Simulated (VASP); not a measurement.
Here is a VASP 6.6.1 calculation.

The input INCAR:

```
SYSTEM = Zr3GeTe4
  ALGO = Normal
  EDIFF = 1E-6
  EDIFFG = -0.08
  ENCUT = 600
  GGA = PE
  IBRION = 2
  ISIF = 3
  ISMEAR = 0
  LASPH = .True.
  LCHARG = .False.
  LREAL = .False.
  LWAVE = .False.
  NELM = 100
  NSW = 36
  PREC = Accurate
  SIGMA = 0.2
```

KPOINTS

```
k-points
0
Gamma
  4 4 2
  0 0 0
```

Contents of POSCAR:

```
Zr3GeTe4
1.0
    4.3575261500      0.0000000000      0.0000000000
   -2.1787630800      3.7737283500      0.0000000000
    0.0000000000      0.0000000000     12.4652984700
Zr Ge Te
3 1 4
Direct
    0.0000000000      0.0000000000      0.5000000000
    0.0000000000      0.0000000000      0.2552560000
    0.0000000000      0.0000000000      0.7447440000
    0.0000000000      0.0000000000      0.0000000000
    0.3333333300      0.6666666700      0.8773520000
    0.3333333300      0.6666666700      0.3740980000
    0.6666666700      0.3333333300      0.1226480000
    0.6666666700      0.3333333300      0.6259020000
```

Potentials or basis: VASP PAW PBE potentials, release 64 (Zr_sv, Ge_d, Te).

The run is started by

```sh
$ cat potpaw_PBE.64/Zr_sv/POTCAR potpaw_PBE.64/Ge_d/POTCAR potpaw_PBE.64/Te/POTCAR > POTCAR
$ mpirun -np 1 vasp_std > vasp.out
```

(1) Predict the band gap on the k mesh.

(2) Predict the relaxed cell.

Results:

(1) zero (bands 37 and 38 overlap by 0.28 eV).

(2) a = 3.826 Å, b = 3.826 Å, c = 15.809 Å, α = 90.00°, β = 90.00°, γ = 120.00°.

Caveat: the k points lie up to 0.47 Å⁻¹ apart in the final cell; a cell axis changed by over 15 % at a fixed basis, so the end point is rough; spin-orbit coupling is left out, which moves the levels of the heavy elements.
